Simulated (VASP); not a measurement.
The system is Nb.

```
Nb
1.0
     0.00000    2.11500    2.11500
     2.11500    0.00000    2.11500
     2.11500    2.11500    0.00000
Nb
1
Direct
  0.00000 0.00000 0.00000
```

```yaml
Program: VASP 6.6.1
Task: relaxation of cell and atoms
Functional: BLYP
Potentials_or_basis: VASP PAW PBE potentials, release 64 (Nb_sv)
Cutoff: 600 eV
k_mesh: 11 × 11 × 11
Occupations: fermi-dirac, width 0.05 eV
Spin: no spin polarisation
```

At the start: pressure 4.1 GPa; volume 18.92 Å³/atom.

Task: Where does the relaxation end?

Result: Over 3 steps the energy falls by 6.1 meV/atom and the volume is 19.42 Å³/atom (+2.6 %); space group Fm-3m (No. 225, to 0.05 Å).

The path:
| step | energy change (eV) | largest force (eV/Å) | pressure (GPa) | volume (Å³) |
| --- | --- | --- | --- | --- |
| 1 | 0.0000 | 0.0000 | 4.08 | 18.92 |
| 2 | 0.0109 | 0.0000 | -6.10 | 20.27 |
| 3 | -0.0061 | 0.0000 | -0.05 | 19.42 |

Final structure:
```cif
data_structure
_symmetry_space_group_name_H-M 'P 1'
_symmetry_Int_Tables_number 1
_cell_length_a 3.0170
_cell_length_b 3.0170
_cell_length_c 3.0170
_cell_angle_alpha 60.000
_cell_angle_beta 60.000
_cell_angle_gamma 60.000
_cell_volume 19.42
loop_
_atom_site_label
_atom_site_type_symbol
_atom_site_fract_x
_atom_site_fract_y
_atom_site_fract_z
_atom_site_occupancy
Nb1 Nb 0.00000 0.00000 0.00000 1
```

Caveat: the PAW data sets were made with another functional, which shifts forces and pressure a little.
